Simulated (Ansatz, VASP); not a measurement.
This is a calculation of TaWC2 for Ansatz 0.2.0.

input.yaml

```yaml
crystal:
  lattice:
    - [1.5718551461, 0.9075109917, 5.1016196719]
    - [-1.5718551461, 0.9075109917, 5.1016196719]
    - [0.0, -1.8150219835, 5.1016196719]
  atoms:
    - { symbol: W, position: [0.0, 0.0, 0.0] }
    - { symbol: Ta, position: [0.5, 0.5, 0.5] }
    - { symbol: C, position: [0.250933, 0.250933, 0.250933] }
    - { symbol: C, position: [0.749067, 0.749067, 0.749067] }
hamiltonian:
  xc: pbe
  pseudopotentials: { kind: paw }
kpoints:
  mp_grid: { grid: [10, 10, 10] }
scf:
  occupations: { method: fermi_dirac, width: 0.05 }
output:
  forces: true
  stress: true
  eigenvalues: true
```

Potentials or basis: Ansatz PAW.

Command:

```sh
$ ansatz run input.yaml --threads 2 --pin off --max-ram 5120MiB --backend cpu --events-out ev --progress --plain --runs-dir out
```

Translate it to VASP 6.6.1. Potentials there: VASP PAW PBE potentials, release 64 (W_sv, Ta_pv, C).

As run (the cutoff follows the program's own potentials):

File INCAR:

```
SYSTEM = TaWC2
ALGO = Normal
EDIFF = 1E-7
ENCUT = 520
GGA = PE
ISIF = 2
ISMEAR = -1
LASPH = .TRUE.
LCHARG = .FALSE.
LREAL = .FALSE.
LWAVE = .FALSE.
NBANDS = 24
NELM = 80
PREC = Accurate
SIGMA = 0.05
```

Contents of KPOINTS:

```
k-points
0
G
  10 10 10
  0 0 0
```

The input POSCAR:

```
TaWC2
1.0
    1.5718551461      0.9075109917      5.1016196719
   -1.5718551461      0.9075109917      5.1016196719
    0.0000000000     -1.8150219835      5.1016196719
W Ta C
1 1 2
Direct
    0.0000000000      0.0000000000      0.0000000000
    0.5000000000      0.5000000000      0.5000000000
    0.2509330000      0.2509330000      0.2509330000
    0.7490670000      0.7490670000      0.7490670000
```

Potentials or basis: VASP PAW PBE potentials, release 64 (W_sv, Ta_pv, C).

Launch:

```sh
$ cat potpaw_PBE.64/W_sv/POTCAR potpaw_PBE.64/Ta_pv/POTCAR potpaw_PBE.64/C/POTCAR > POTCAR
$ mpirun -np 1 vasp_std > vasp.out
```

Both were run:

|  | VASP | Ansatz | Ansatz less VASP |
| --- | --- | --- | --- |
| gap on the k mesh at the Fermi level (eV) | none | none | - |
| pressure (GPa) | -1.8 | -2.6 | -0.75 |
| traceless stress, the component that is largest in VASP (GPa) | 0.08 | 0.05 | -0.029 |
| rms of the force components (eV/Å) | 0.026 | 0.023 | -0.0035 |

Atom by atom the forces differ by 0.003 eV/Å (rms over components). A gap of «none» marks a metal or a gap that the smearing closes. VASP's potentials hold 33 valence electrons a cell and Ansatz's 35, so a difference there can come from the potentials and not from the codes.

Neither program's run includes spin-orbit coupling.
